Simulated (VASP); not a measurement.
A run of VASP 6.6.1:

The input INCAR:

```
ALGO = Normal
EDIFF = 1E-7
ENCUT = 520
GGA = CA
ISIF = 2
ISMEAR = 0
LASPH = T
LCHARG = F
LREAL = F
LWAVE = F
NBANDS = 12
NELM = 80
PREC = Accurate
SIGMA = 0.02
```

File KPOINTS:

```
k-points
0
Gamma
  12 12 8
```

Contents of POSCAR:

```
N
1.0
    2.5194740000      0.0000000000      0.0000000000
   -1.2597370000      2.1819280000      0.0000000000
    0.0000000000      0.0000000000      2.4460020000
N
2
Direct
    0.6666666667      0.3333333333      0.2500000000
    0.3333333333      0.6666666667      0.7500000000
```

Potentials or basis: VASP PAW LDA potentials, release 64 (N).

Command:

```console
$ cat potpaw_LDA.64/N/POTCAR > POTCAR
$ mpirun -np 1 vasp_std > vasp.out
```

Hardware: 1 thread of Intel Xeon 8259CL (shared host).

**Question.** Estimate the wall time of this run.

**Answer.** Wall time 11 s on 1 thread of Intel Xeon 8259CL, with other jobs on the host, peak memory 0.12 GiB. Counts: scf iterations 10, k points 95.
